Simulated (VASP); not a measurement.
Wanted: the native input for a VASP 6.6.1 run.

```
Task                   : single point
Functional             : PBE
Potentials or basis    : VASP PAW PBE potentials, release 64 (Zn, Se)
Cutoff                 : 520 eV
k mesh                 : 4 × 4 × 4
Occupations            : gaussian, width 0.05 eV
Spin                   : no spin polarisation
Dipole correction      : no
Further INCAR settings : ALGO = Normal; EDIFF = 1e-06; NBANDS = 16
```

The structure of ZnSe lies in POSCAR:

```
ZnSe
1.0
    0.0000000000      2.8337995388      2.8337995388
    2.8337995388      0.0000000000      2.8337995388
    2.8337995388      2.8337995388      0.0000000000
Zn Se
1 1
Direct
    0.0000000000      0.0000000000      0.0000000000
    0.7500000000      0.7500000000      0.7500000000
```

One way to write it, as run:

INCAR

```
PREC = Accurate
ENCUT = 520
EDIFF = 1E-6
ISMEAR = 0
SIGMA = 0.05
LREAL = F
LASPH = T
NELM = 100
ALGO = Normal
ISIF = 2
LWAVE = F
LCHARG = T
GGA = PE
LELF = T
LVHAR = T
NBANDS = 16
```

KPOINTS

```
regular mesh
0
Gamma
  4 4 4
```

Potentials or basis: VASP PAW PBE potentials, release 64 (Zn, Se).

Command:

```bash
$ cat potpaw_PBE.64/Zn/POTCAR potpaw_PBE.64/Se/POTCAR > POTCAR
$ mpirun -np 1 vasp_std > vasp.out
```

Results of the run:

| Property | Result |
| --- | --- |
| Pressure | 2.7 GPa |
| Band gap on the k mesh | 1.28 eV, direct |

Caveat: the k points lie up to 0.48 Å⁻¹ apart.

Wall time 5.5 s on 1 thread of Intel(R) Xeon(R) 6975P-C (Granite Rapids), on a shared host, peak memory 0.16 GiB.
